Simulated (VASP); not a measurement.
Runs of VASP 6.6.1 on TiN (Osbornite). The structure is that of space group Fm-3m (No. 225), or close to it. The cells are those of the table. 

```tsv
task	cell	cutoff (eV)	gap on the mesh (eV)	pressure (GPa)
relaxation of cell and atoms	relaxed to 10 GPa from a = 2.997 Å, angles 60.0°, 2 atoms	600	none	9.9
relaxation of cell and atoms	relaxed to 2 GPa from a = 2.997 Å, angles 60.0°, 2 atoms	600	none	1.9
single point	a = 2.957 Å, angles 60.0°, 2 atoms	520	none	5.5
single point	a = 2.972 Å, angles 60.0°, 2 atoms	520	none	(a)
relaxation of cell and atoms	relaxed to 5 GPa from a = 2.997 Å, angles 60.0°, 2 atoms	600	none	5.0
```

Alike in all rows: level PBEsol; potentials or basis VASP PAW PBE potentials, release 64 (Ti_sv, N); no spin polarisation; k mesh 9 × 9 × 9; smearing methfessel-paxton 0.2 eV.

Problem. Fill in the values left out.

Solution. (a) 0.5.

Caveats: the PAW data sets were made with another functional, which shifts forces and pressure a little; the cell is relaxed towards a set pressure, so the enthalpy falls and the energy may rise (some runs).

A gap of «none» marks levels without a gap at the run's occupations.
